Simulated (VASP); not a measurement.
AlGa3Sb4: single point with PBEsol

AlGa3Sb4:

```xyz
16
Lattice="-6.1241 6.1241 0.0000 -6.1245 -0.0004 6.1243 0.0004 6.1245 6.1243" Properties=species:S:1:pos:R:3 pbc="T T T"
Al    0.0000    0.0000   -0.0026
Al   -3.0621    3.0621   -0.0026
Ga   -3.0632   -0.0011    3.0621
Ga    0.0011    3.0632    3.0621
Ga   -6.1252    3.0609    3.0621
Ga   -3.0609    6.1252    3.0621
Ga   -3.0621    3.0621    6.1264
Ga   -6.1241    6.1241    6.1264
Sb  -10.7132    7.6592    7.6599
Sb   -7.6511    4.5971    7.6599
Sb   -7.6552    7.6552    4.5938
Sb  -10.7172   10.7172   10.7084
Sb   -4.5931    4.5931    4.5938
Sb   -7.6552    7.6552   10.7084
Sb   -7.6592   10.7132    7.6599
Sb   -4.5971    7.6511    7.6599
```

```
Program             : VASP 6.6.1
Task                : single point
Functional          : PBEsol
Potentials or basis : VASP PAW PBE potentials, release 64 (Al, Ga_d, Sb)
Cutoff              : 520 eV
k mesh              : 2 × 2 × 2
Occupations         : gaussian, width 0.01 eV
Spin                : no spin polarisation
```

The pressure is 0.3 GPa. The largest force is 0.010 eV/Å and the band gap on the k mesh is 0.16 eV.

Forces in eV/Å, atoms in the order of the input:
```
Al   0.000  0.000  0.001
Al   0.000  0.000  0.001
Ga   0.004  0.004 -0.004
Ga  -0.004 -0.004 -0.004
Ga   0.004  0.004 -0.004
Ga  -0.004 -0.004 -0.004
Ga   0.000  0.000 -0.008
Ga   0.000  0.000 -0.008
Sb  -0.006 -0.006  0.005
Sb  -0.006 -0.006  0.005
Sb   0.000  0.000 -0.003
Sb   0.000  0.000  0.009
Sb   0.000  0.000 -0.003
Sb   0.000  0.000  0.009
Sb   0.006  0.006  0.005
Sb   0.006  0.006  0.005
```

Levels at points of the mesh, in eV from the valence-band top:
| k point | band 58 | band 59 | band 60 | band 61 | band 62 | band 63 | band 64 | band 65 | band 66 | band 67 |
| --- | --- | --- | --- | --- | --- | --- | --- | --- | --- | --- |
| (0.00, 0.00, 0.00) | -1.09 | -1.09 | -0.01 | -0.01 | 0.00 | 0.16 | 0.35 | 0.37 | 0.59 | 0.68 |
| (0.50, 0.00, 0.00) | -1.91 | -0.67 | -0.67 | -0.67 | -0.67 | 0.93 | 0.93 | 1.49 | 1.49 | 1.50 |
| (0.00, 0.50, 0.00) | -1.90 | -0.71 | -0.71 | -0.63 | -0.62 | 0.80 | 1.06 | 1.40 | 1.57 | 1.57 |
| (0.50, 0.50, 0.00) | -1.62 | -1.18 | -1.18 | -1.16 | -1.16 | 1.26 | 1.26 | 1.95 | 1.95 | 2.18 |
| (0.00, 0.50, 0.50) | -1.57 | -1.18 | -1.18 | -1.17 | -1.17 | 1.17 | 1.36 | 2.00 | 2.00 | 2.10 |

Run time: 5.5 min on 1 thread of AMD EPYC 7R13 Processor (Zen 3) (shared host), peak memory 0.57 GiB.

Caveat: the k points lie up to 0.44 Å⁻¹ apart; the PAW data sets were made with another functional, which shifts forces and pressure a little; spin-orbit coupling is left out, which moves the levels of the heavy elements.
